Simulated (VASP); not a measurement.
Write the native input for VASP 6.6.1 that does the following.

```
Task                   : single point
Functional             : PBEsol
Potentials or basis    : VASP PAW PBE potentials, release 64 (Ba_sv, Zr_sv, O_h)
Cutoff                 : 1340 eV
k mesh                 : 6 × 6 × 6
Occupations            : fermi-dirac, width 0.05 eV
Spin                   : no spin polarisation
Dipole correction      : no
Further INCAR settings : ALGO = Normal; EDIFF = 1e-06; NBANDS = 28
```

The structure of BaZrO3 lies in POSCAR:

```
BaZrO3
1.0
    4.1640145191      0.0000000000      0.0000000000
    0.0000000000      4.1640145191      0.0000000000
    0.0000000000      0.0000000000      4.1640145191
Ba Zr O
1 1 3
Direct
    0.0000000000      0.0000000000      0.0000000000
    0.5000000000      0.5000000000      0.5000000000
    0.5000000000      0.5000000000      0.0000000000
    0.5000000000      0.0000000000      0.5000000000
    0.0000000000      0.5000000000      0.5000000000
```

One way to write it, as run:

INCAR

```
PREC     = Accurate       # precision mode
ENCUT    = 1340           # plane-wave cutoff, eV
EDIFF    = 1E-6           # SCF threshold, eV
ISMEAR   = -1             # smearing method
SIGMA    = 0.05           # smearing width, eV
LREAL    = False          # projectors in reciprocal space
LASPH    = True           # aspherical terms in the spheres
NELM     = 120            # most SCF steps
ALGO     = Normal         # electronic algorithm
ISIF     = 2              # what is computed and relaxed
LWAVE    = False          # write WAVECAR
LCHARG   = False          # write CHGCAR
GGA      = PS             # functional
NBANDS   = 28             # bands
GGA_COMPAT= False
```

KPOINTS

```
regular mesh
0
Gamma
  6 6 6
```

Potentials or basis: VASP PAW PBE potentials, release 64 (Ba_sv, Zr_sv, O_h).

Launch:

```bash
$ cat potpaw_PBE.64/Ba_sv/POTCAR potpaw_PBE.64/Zr_sv/POTCAR potpaw_PBE.64/O_h/POTCAR > POTCAR
$ mpirun -np 1 vasp_std > vasp.out
```

Results of the run:

```yaml
Pressure: 3.1 GPa
Band_gap_on_the_k_mesh: 3.15 eV (least direct gap 3.35 eV)
```

Caveat: the cell stands under pressure; the PAW data sets were made with another functional, which shifts forces and pressure a little; spin-orbit coupling is left out, which moves the levels of the heavy elements.

It took 92 s on 1 thread of Intel(R) Xeon(R) 6975P-C (Granite Rapids) (shared host), peak memory 0.46 GiB.
